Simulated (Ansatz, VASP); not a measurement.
Two plane-wave programs on AlP

```xyz
2
Lattice="0.0000 2.5284 2.5284 2.5284 0.0000 2.5284 2.5284 2.5284 0.0000" Properties=species:S:1:pos:R:3 pbc="T T T"
Al    0.0000    0.0000    0.0000
P     3.7926    3.7926    3.7926
```

Alike in both runs: task single point; functional LDA; k mesh 8 × 8 × 8; no spin polarisation.

|  | VASP | Ansatz |
| --- | --- | --- |
| version | VASP 6.6.1 | Ansatz 0.2.0 |
| potentials or method | VASP PAW LDA potentials, release 64 (Al, P), cutoff 500 eV | scalar-relativistic, plane waves, PAW |
| occupations | gaussian, width 0.01 eV | tetrahedron |
| valence electrons in the cell | 8 | 8 |

VASP gave:

```
gap on the k mesh at the Fermi level (eV) : 0.90
```

Problem. What did Ansatz give for the same quantities?

Solution. gap on the k mesh at the Fermi level (eV): 0.91.

LDA's correlation is that of Perdew and Zunger in VASP and of Perdew and Wang (1992) in Ansatz. Ansatz's warnings: band table not solved further, tetrahedron derivatives may miss energy slope.
